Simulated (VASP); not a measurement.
# Zn (Im-3m) in VASP: notebook

Runs on Zn. Level: PBE. Tasks: relaxation of cell and atoms, single point.

All numbers are computed with VASP 6.6.1; they aren't measurements. Logs are shortened: lines on timing, memory, paths and dates and some standing lists are left out, and cuts for length are marked.

## Step 1: The cell of the first run

It takes space group Im-3m (No. 229, cubic). Conventional cell: a = 3.130 Å, b = 3.130 Å, c = 3.130 Å, α = 90.00°, β = 90.00°, γ = 90.00°. Within 3.6 Å of Zn (site symmetry m-3m) lie 14 Zn at 2.71 to 3.13 Å.

This isn't the form of Zn at room conditions, which is hcp.

## Step 2: Relaxation of cell and atoms, PBE, target pressure 10 GPa, at which the enthalpy is minimised

The input, INCAR:

```
SYSTEM = Zn
PREC     = Accurate       ! precision mode
ENCUT    = 500            ! plane-wave cutoff, eV
EDIFF    = 1E-7           ! SCF threshold, eV
ISMEAR   = -1             ! smearing method
SIGMA    = 0.05           ! smearing width, eV
LREAL    = .False.        ! projectors in reciprocal space
LASPH    = .True.         ! aspherical terms in the spheres
NELM     = 120            ! most SCF steps
ALGO     = Normal         ! electronic algorithm
ISIF     = 3              ! what is computed and relaxed
LWAVE    = .False.        ! write WAVECAR
LCHARG   = .False.        ! write CHGCAR
GGA      = PE             ! functional
IBRION   = 2              ! ionic algorithm
NSW      = 50             ! ionic steps
EDIFFG   = -0.01          ! ionic threshold
PSTRESS  = 100.0        
GGA_COMPAT= .False.      
NELMIN   = 4
```

The input, KPOINTS:

```
regular mesh
0
Gamma
  10 10 10
  0 0 0
```

The input, POSCAR:

```
Zn
1.0
   -1.5650000000      1.5650000000      1.5650000000
    1.5650000000     -1.5650000000      1.5650000000
    1.5650000000      1.5650000000     -1.5650000000
Zn
1
Direct
    0.0000000000      0.0000000000      0.0000000000
```

Potentials or basis: VASP PAW PBE potentials, release 64 (Zn).

On the command line:

```bash
> cat potpaw_PBE.64/Zn/POTCAR > POTCAR
> mpirun -np 1 vasp_std > vasp.out
```

OUTCAR:

```text
SYSTEM = Zn
   PREC = Accurate
   ENCUT = 500
   EDIFF = 1E-7
   ISMEAR = -1
   LREAL = .False.
   LASPH = .True.
   NELM = 120
   ISIF = 3
   GGA = PE
   IBRION = 2
   NSW = 50
   EDIFFG = -0.01
   PSTRESS = 100.0
   NELMIN = 4

 ion  position               nearest neighbor table
   1  0.000  0.000  0.000-

  LATTYP: Found a body centered cubic cell.
 ALAT       =     3.1300000000

  Lattice vectors:

 A1 = (  -1.5650000000,   1.5650000000,   1.5650000000)
 A2 = (   1.5650000000,  -1.5650000000,   1.5650000000)
 A3 = (   1.5650000000,   1.5650000000,  -1.5650000000)

Analysis of symmetry for initial positions (statically):
=====================================================================
 Subroutine PRICEL returns:
 Original cell was already a primitive cell.

 Routine SETGRP: Setting up the symmetry group for a
 body centered cubic supercell.

 Subroutine GETGRP returns: Found 48 space group operations
 (whereof 48 operations were pure point group operations)
 out of a pool of 48 trial point group operations.

The static configuration has the point symmetry O_h .

Analysis of symmetry for dynamics (positions and initial velocities):
=====================================================================
 Subroutine PRICEL returns:
 Original cell was already a primitive cell.

 Routine SETGRP: Setting up the symmetry group for a
 body centered cubic supercell.

 Subroutine GETGRP returns: Found 48 space group operations
 (whereof 48 operations were pure point group operations)
 out of a pool of 48 trial point group operations.

The dynamic configuration has the point symmetry O_h .

 Subroutine INISYM returns: Found 48 space group operations
 (whereof 48 operations are pure point group operations),
 and found     1 'primitive' translations

----------------------------------------------------------------------------------------

                                     Primitive cell

  volume of cell :      15.3321

  direct lattice vectors                    reciprocal lattice vectors
    -1.565000000  1.565000000  1.565000000     0.000000000  0.319488818  0.319488818
     1.565000000 -1.565000000  1.565000000     0.319488818  0.000000000  0.319488818
     1.565000000  1.565000000 -1.565000000     0.319488818  0.319488818  0.000000000

  length of vectors
     2.710659514  2.710659514  2.710659514     0.451825419  0.451825419  0.451825419

  position of ions in fractional coordinates (direct lattice)
     0.000000000  0.000000000  0.000000000

  ion indices of the primitive-cell ions
   primitive index   ion index
                 1           1

----------------------------------------------------------------------------------------

 KPOINTS: regular mesh

Automatic generation of k-mesh.
 Grid dimensions read from file:
 generate k-points for:   10   10   10

 Generating k-lattice:

  Cartesian coordinates                     Fractional coordinates (reciprocal lattice)
     0.000000000  0.031948882  0.031948882     0.100000000  0.000000000  0.000000000
     0.031948882  0.000000000  0.031948882     0.000000000  0.100000000  0.000000000
     0.031948882  0.031948882  0.000000000     0.000000000  0.000000000  0.100000000

  Length of vectors
     0.045182542  0.045182542  0.045182542

  Shift w.r.t. Gamma in fractional coordinates (k-lattice)
     0.000000000  0.000000000  0.000000000

 Subroutine IBZKPT returns following result:
 ===========================================

 Found     47 irreducible k-points:

 Following reciprocal coordinates:
            Coordinates               Weight
  0.000000  0.000000  0.000000      1.000000
  0.100000  0.000000  0.000000     12.000000
  0.200000  0.000000  0.000000     12.000000
  0.300000  0.000000  0.000000     12.000000
  0.400000  0.000000  0.000000     12.000000
  0.500000  0.000000  0.000000      6.000000
[... 16 lines left out ...]
  0.300000  0.300000  0.100000      8.000000
 -0.300000  0.300000  0.100000     24.000000
 [... further k-points ...]
   k-points           NKPTS =     47   k-points in BZ     NKDIM =     47   number of bands    NBANDS=     10
   number of dos      NEDOS =    301   number of ions     NIONS =      1
   total plane-waves  NPLWV =   8000
   dimension x,y,z NGX =    20 NGY =   20 NGZ =   20
   dimension x,y,z NGXF=    40 NGYF=   40 NGZF=   40
   ions per type =               1
   NGX,Y,Z   is equivalent  to a cutoff of  12.27, 12.27, 12.27 a.u.
   NGXF,Y,Z  is equivalent  to a cutoff of  24.53, 24.53, 24.53 a.u.
 SYSTEM =  Zn
   PREC   = accura    normal or accurate (medium, high low for compatibility)
   ISTART =      0    job   : 0-new  1-cont  2-samecut
   ICHARG =      2    charge: 1-file 2-atom 10-const
   ISPIN  =      1    spin polarized calculation?
   LNONCOLLINEAR =      F non collinear calculations
   LSORBIT =      F    spin-orbit coupling
   LASPH  =      T    aspherical Exc in radial PAW
   ENCUT  =  500.0 eV  36.75 Ry    6.06 a.u.   4.94  4.94  4.94*2*pi/ulx,y,z
   NELM   =    120;   NELMIN=  4; NELMDL= -5     # of ELM steps
   EDIFF  = 0.1E-06   stopping-criterion for ELM
   LREAL  =      F    real-space projection
   EDIFFG = -.1E-01   stopping-criterion for IOM
   NSW    =     50    number of steps for IOM
   IBRION =      2    ionic relax: 0-MD 1-quasi-New 2-CG
   NFREE  =      1    steps in history (QN), initial steepest desc. (CG)
   ISIF   =      3    stress and relaxation
   ISYM   =      2    0-nonsym 1-usesym 2-fastsym
   POTIM  = 0.5000    time-step for ionic-motion
   TEBEG  =    0.0;   TEEND  =   0.0 temperature during run
   PSTRESS=  100.0 pullay stress
   NELECT =      12.0000    total number of electrons
   NUPDOWN=      -1.0000    fix difference up-down
   EMIN   =  10.00;   EMAX   =-10.00  energy-range for DOS
   EFERMI =   0.00;   METHOD = LEGACY
   ISMEAR =    -1;   SIGMA  =   0.05  broadening in eV -4-tet -1-fermi 0-gaus
   EFERMI_NEDOS =   21; number of points for ismear=-14 and -15
   IALGO  =     38    algorithm
   IMIX   =      4    mixing-type and parameters
     AMIX     =   0.40;   BMIX     =  1.00
     AMIX_MAG =   1.60;   BMIX_MAG =  1.00
  volume/ion in A,a.u.               =      15.33       103.47
  Fermi-wavevector in a.u.,A,eV,Ry     =   1.508693  2.851017 30.968968  2.276155
  Thomas-Fermi vector in A             =   2.619114
   LORBIT       =      0    0 simple, 1 ext, 2 COOP (PROOUT), +10 PAW based schemes
   GGA     = PE    functional components
   LHFCALC =     F    Hartree Fock is set to
   AEXX    =    0.0000 exact exchange contribution
   IVDW    =     0    specifies the selected vdW correction
   LEPSILON=     F    determine dielectric tensor
   LRPA    =     F    only Hartree local field effects (RPA)
 conjugate gradient relaxation of ions
 non-spin polarized calculation
  energy-cutoff  :      500.00
  volume of cell :       15.33
 maximum number of plane-waves:       402
   NGX =  9   NGY =  9   NGZ =  9

--------------------------------------- Ionic step        1  -------------------------------------------

 number of electron      12.0000024 magnetization

 Free energy of the ion-electron system (eV)
  ---------------------------------------------------
  ext. energy  EPLUGINS =         0.00000000
  ---------------------------------------------------
  free energy    TOTEN  =        -1.03321593 eV

  energy without entropy =       -1.02949838  energy(sigma->0) =       -1.03135716

------------------------ aborting loop because EDIFF is reached ----------------------------------------

  FORCE on cell =-STRESS in cart. coord.  units (eV):
  Direction    XX          YY          ZZ          XY          YZ          ZX
  --------------------------------------------------------------------------------------
  -------------------------------------------------------------------------------------
  Total        0.0437596      0.0437596      0.0437596      0.0000000     -0.0000000     -0.0000000
  in kB        4.5727850      4.5727850      4.5727850      0.0000000     -0.0000000     -0.0000000
  external PRESSURE =     -95.4272150 kB  Pullay stress =     100.0000000 kB
[... 59 lines left out ...]
  enthalpy is  TOTEN    =        -0.1199093958 eV   P V=        0.8359707071

--------------------------------------- Ionic step        3  -------------------------------------------

 number of electron      11.9999980 magnetization

 Free energy of the ion-electron system (eV)
  ---------------------------------------------------
  ext. energy  EPLUGINS =         0.00000000
  ---------------------------------------------------
  free energy    TOTEN  =        -0.98857515 eV

  energy without entropy =       -0.98549879  energy(sigma->0) =       -0.98703697

 E-fermi :   4.2833     XC(G=0): -12.0708

 val. band max:        4.1233976226   @ k =  -0.4000   0.4000   0.4000
 cond. band min:       4.3477318591   @ k =   0.4000   0.1000   0.0000
 fundamental gap:      0.2243342365
 Fermi energy:         4.2833134280

 k-point     1 :       0.0000    0.0000    0.0000
  band No.  band energies     occupation
      1      -7.3401      2.00000
      2      -4.1578      2.00000
      3      -4.1578      2.00000
      4      -4.1578      2.00000
      5      -3.5544      2.00000
      6      -3.5544      2.00000
      7      24.8095      0.00000
      8      24.8095      0.00000
      9      24.8095      0.00000
     10      25.6238      0.00000
[... 287 lines left out ...]
 k-point    24 :      -0.3000    0.3000    0.1000
  band No.  band energies     occupation
      1      -4.9180      2.00000
      2      -4.3080      2.00000
      3      -3.8903      2.00000
      4      -3.6915      2.00000
      5      -3.5366      2.00000
      6      -2.9132      2.00000
      7      10.5305      0.00000
      8      16.0704      0.00000
      9      17.6244      0.00000
     10      22.7702      0.00000

 [... further k-points ...]

------------------------ aborting loop because EDIFF is reached ----------------------------------------

  FORCE on cell =-STRESS in cart. coord.  units (eV):
  Direction    XX          YY          ZZ          XY          YZ          ZX
  --------------------------------------------------------------------------------------
  -------------------------------------------------------------------------------------
  Total        0.8653742      0.8653742      0.8653742     -0.0000000     -0.0000000     -0.0000000
  in kB      100.2428795    100.2428795    100.2428795     -0.0000000     -0.0000000     -0.0000000
  external PRESSURE =       0.2428795 kB  Pullay stress =     100.0000000 kB
[... 16 lines left out ...]
  FREE ENERGIE OF THE ION-ELECTRON SYSTEM (eV)
  ---------------------------------------------------
  free  energy   TOTEN  =        -0.9885751458 eV

  energy  without entropy=       -0.9854987892  energy(sigma->0) =       -0.98703697

  enthalpy is  TOTEN    =        -0.1252977098 eV   P V=        0.8632774360

 reached required accuracy - stopping structural energy minimisation
```

Run time: 10 s. Hardware: 1 thread of Intel Xeon Platinum 8488C (Sapphire Rapids), shared host; peak memory 0.13 GiB.

Results:

| Item | Value |
| --- | --- |
| Free energy | -0.9886 eV |
| Relaxed volume | 13.83 Å³/atom |
| Relaxed cell | a = 2.619 Å, b = 2.619 Å, c = 2.619 Å, α = 109.47°, β = 109.47°, γ = 109.47° |
| Space group after relaxing (to 0.1 Å) | Im-3m (No. 229) |
| Energy change on relaxing (the run minimises the enthalpy) | +44.6 meV/atom |
| Ionic steps | 3 |
| Pressure after relaxing | 10.0 GPa |
| Band gap on the k mesh | zero (bands 6 and 7 overlap by 5.16 eV) |

Step by step:
| step | energy change (eV) | largest force (eV/Å) | pressure (GPa) | volume (Å³) |
| --- | --- | --- | --- | --- |
| 1 | 0.0000 | 0.0000 | 0.46 | 15.33 |
| 2 | 0.0773 | 0.0000 | 14.06 | 13.39 |
| 3 | 0.0446 | 0.0000 | 10.02 | 13.83 |

Final structure:
```xyz
1
Lattice="-1.5122 1.5122 1.5122 1.5122 -1.5122 1.5122 1.5122 1.5122 -1.5122" Properties=species:S:1:pos:R:3 pbc="T T T"
Zn    0.0000    0.0000    0.0000
```

Levels at points of the mesh, in eV from the Fermi level:
```
           k point  band 2  band 3  band 4  band 5  band 6  band 7  band 8  band 9  band 10
(0.00, 0.00, 0.00)   -8.44   -8.44   -8.44   -7.84   -7.84   20.53   20.53   20.53    21.34
(0.50, 0.00, 0.00)   -8.81   -7.87   -7.80   -7.43   -3.47   -1.13   11.87   13.08    15.86
(0.50, 0.50, 0.50)   -9.14   -7.53   -7.53   -7.53    4.03    4.03    4.03    8.47     8.62
```

Caveat: the cell is relaxed towards a set pressure, so the run minimises the enthalpy, not the energy.

(Part 1 of 2 ends here.)
